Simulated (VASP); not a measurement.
Set up this calculation in VASP 6.6.1, as the native input.

* Task: single point
* Functional: revPBE
* Potentials or basis: VASP PAW PBE potentials, release 64 (Ti_sv)
* Cutoff: 520 eV
* k mesh: 12 × 12 × 4
* Occupations: fermi-dirac, width 0.1 eV
* Spin: no spin polarisation
* Dipole correction: no
* Further INCAR settings: ALGO = Normal; EDIFF = 1e-06; NBANDS = 32

The structure of Ti lies in POSCAR:

```
Ti
1.0
    2.9548536223      0.0000000000      0.0000000000
   -1.4774268111      2.5589783014      0.0000000000
    0.0000000000      0.0000000000      9.4556022481
Ti
4
Direct
    0.0000000000      1.0000000000      0.0000000000
    0.0000000000      1.0000000000      0.5000000000
    0.3333333333      0.6666666667      0.2500000000
    0.6666666667      0.3333333333      0.7500000000
```

These files were run (other wordings do the same):

INCAR

```
SYSTEM = Ti
ALGO = Normal ; EDIFF = 1E-6
ENCUT = 520 ; GGA = RE
ISIF = 2 ; ISMEAR = -1
LASPH = .TRUE. ; LCHARG = .FALSE.
LREAL = .FALSE. ; LWAVE = .FALSE.
NBANDS = 32 ; NELM = 60
PREC = Accurate ; SIGMA = 0.1
```

KPOINTS

```
k-points
0
G
  12 12 4
  0 0 0
```

Potentials or basis: VASP PAW PBE potentials, release 64 (Ti_sv).

Launch:

```bash
$ cat potpaw_PBE.64/Ti_sv/POTCAR > POTCAR
$ mpirun -np 1 vasp_std > vasp.out
```

Results of the run:

| Property | Result |
| --- | --- |
| Pressure | -0.2 GPa |
| Band gap on the k mesh | zero (band 24 reaches 8.75 eV, above the bottom of band 25 at 7.67 eV) |

Caveat: the PAW data sets were made with another functional, which shifts forces and pressure a little.

Wall time 55 s on 1 thread of Intel(R) Xeon(R) 6975P-C (Granite Rapids) (shared host), peak memory 0.24 GiB.
